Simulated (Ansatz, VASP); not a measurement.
Ti in VASP and in Ansatz

```
Ti
1.0
     2.86807    0.00000    0.00000
    -1.43403    2.48382    0.00000
     0.00000    0.00000    4.52313
Ti
2
Cartesian
  0.0000 1.6559 1.1308
  1.4340 0.8279 3.3923
```

Alike in both runs: functional LDA; k mesh 9 × 9 × 4; occupations gaussian, width 0.1 eV; no spin polarisation.

Ansatz relaxed the structure, and its values are those at the end. VASP's run is a single point on that final structure, the one shown.

|  | VASP | Ansatz |
| --- | --- | --- |
| version | VASP 6.6.1 | Ansatz 0.2.0 |
| potentials or method | VASP PAW LDA potentials, release 64 (Ti_sv), cutoff 520 eV | scalar-relativistic, plane waves, PAW |
| valence electrons in the cell | 24 | 24 |

```csv
,VASP,Ansatz,Ansatz less VASP
gap on the k mesh at the Fermi level (eV),none,none,-
pressure (GPa),-0.5,-0.1,+0.43
```

LDA's correlation is that of Perdew and Zunger in VASP and of Perdew and Wang (1992) in Ansatz. A gap of «none» marks a metal or a gap that the smearing closes.
